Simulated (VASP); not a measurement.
Here is a VASP 6.6.1 calculation.

INCAR

```
SYSTEM = Sr4Ta2O
PREC = Accurate
ENCUT = 520
EDIFF = 1E-6
ISMEAR = 0
SIGMA = 0.1
LREAL = .FALSE.
LASPH = .TRUE.
NELM = 60
ALGO = Normal
ISIF = 2
LWAVE = .FALSE.
LCHARG = .FALSE.
GGA = PE
NBANDS = 81
```

KPOINTS

```
regular mesh
0
G
  8 8 1
  0 0 0
```

Contents of POSCAR:

```
Sr4Ta2O
1.0
    3.7256958927      0.0000000000      0.0000000000
    0.0000000000      3.7256958927      0.0000000000
    0.0000000000      0.0000000000     30.2338522962
Sr Ta O
8 4 2
Direct
    0.5000000000      0.0000000000      0.3641687761
    0.0000000000      0.5000000000      0.4584382735
    0.0000000000      0.5000000000      0.6358312239
    0.5000000000      0.0000000000      0.5415617265
    0.0000000000      0.5000000000      0.8594832988
    0.5000000000      0.0000000000      0.1405167012
    0.0000000000      0.5000000000      0.2550936188
    0.5000000000      0.0000000000      0.7449063812
    0.0000000000      0.5000000000      0.9730988135
    0.5000000000      0.0000000000      0.9362373520
    0.5000000000      0.0000000000      0.0269011865
    0.0000000000      0.5000000000      0.0637626480
    0.5000000000      0.0000000000      0.4575849287
    0.0000000000      0.5000000000      0.5424150713
```

Potentials or basis: VASP PAW PBE potentials, release 64 (Sr_sv, Ta_pv, O).

The run is started by

```sh
$ cat potpaw_PBE.64/Sr_sv/POTCAR potpaw_PBE.64/Ta_pv/POTCAR potpaw_PBE.64/O/POTCAR > POTCAR
$ mpirun -np 1 vasp_std > vasp.out
```

(1) Estimate the pressure.

(2) Estimate the largest force.

## Answers

(1) 0.1 GPa.

(2) 0.027 eV/Å.
